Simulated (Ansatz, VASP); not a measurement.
Two plane-wave programs on Ti2Co

```
CELL_PARAMETERS angstrom
0.00000 3.43425 3.43425
3.43425 0.00000 3.43425
3.43425 3.43425 0.00000
ATOMIC_POSITIONS crystal
Ti 0.12500 0.12500 0.12500
Ti 0.62500 0.12500 0.12500
Ti 0.12500 0.12500 0.62500
Ti 0.12500 0.62500 0.12500
Co 0.50000 0.50000 0.50000
Co 0.75000 0.75000 0.75000
```

Alike in both runs: functional LDA; k mesh 10 × 10 × 10; occupations gaussian, width 0.2 eV; collinear spin.

Ansatz relaxed the structure, and its values are those at the end. VASP's run is a single point on that final structure, the one shown.

```csv
,VASP,Ansatz
version,VASP 6.6.1,Ansatz 0.2.0
potentials or method,"VASP PAW LDA potentials, release 64 (Ti_sv, Co), cutoff 520 eV","scalar-relativistic, plane waves, PAW"
valence electrons in the cell,66,82
```

VASP gave:

| Property | Result |
| --- | --- |
| gap on the k mesh at the Fermi level (eV) | none |
| pressure (GPa) | 0.0 |
| net moment per atom (μB) | 0.10 |
| size of the moment on the site where the two differ most (μB) | 0.30 |

Problem. Which values does Ansatz return?

Solution. gap on the k mesh at the Fermi level (eV): none; pressure (GPa): 0.0; net moment per atom (μB): 0.17; size of the moment on the site where the two differ most (μB): 0.53.

LDA's correlation is that of Perdew and Zunger in VASP and of Perdew and Wang (1992) in Ansatz. Site moments also hang on the region over which each program counts them. A gap of «none» marks a metal or a gap that the smearing closes. VASP's potentials hold 66 valence electrons a cell and Ansatz's 82, so a difference there can come from the potentials and not from the codes.
